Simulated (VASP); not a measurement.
Wanted: the native input for a VASP 6.6.1 run.

| Item | Value |
| --- | --- |
| Task | single point |
| Functional | PBE |
| Dispersion | D3(BJ) |
| Potentials or basis | VASP PAW PBE potentials, release 64 (Rh_pv) |
| Cutoff | 500 eV |
| k mesh | 8 × 8 × 8 |
| Occupations | gaussian, width 0.1 eV |
| Spin | no spin polarisation |
| Dipole correction | no |
| Further INCAR settings | ALGO = Normal; EDIFF = 1e-06; NBANDS = 14 |

The structure of Rh lies in POSCAR:

```
Rh
1.0
    0.0000000000      1.9015500000      1.9015500000
    1.9015500000      0.0000000000      1.9015500000
    1.9015500000      1.9015500000      0.0000000000
Rh
1
Direct
    0.0000000000      0.0000000000      0.0000000000
```

These files were run (other wordings do the same):

INCAR

```
PREC = Accurate ; ENCUT = 500
EDIFF = 1E-6 ; ISMEAR = 0
SIGMA = 0.1 ; LREAL = False
LASPH = True ; NELM = 120
ALGO = Normal ; ISIF = 2
LWAVE = False ; LCHARG = True
GGA = PE ; IVDW = 12
LELF = True ; LVHAR = True
NBANDS = 14 ; GGA_COMPAT = False
```

KPOINTS

```
regular mesh
0
Gamma
  8 8 8
```

Potentials or basis: VASP PAW PBE potentials, release 64 (Rh_pv).

The run is started by

```bash
$ cat potpaw_PBE.64/Rh_pv/POTCAR > POTCAR
$ mpirun -np 1 vasp_std > vasp.out
```

It gave:

The pressure is -1.2 GPa. The dispersion energy per atom is -0.647 eV.

Caveat: pairwise dispersion overbinds metals, which lowers pressure and volume.

Run time: 15 s on 1 thread of AMD EPYC 7R13 (shared host), peak memory 0.1 GiB.
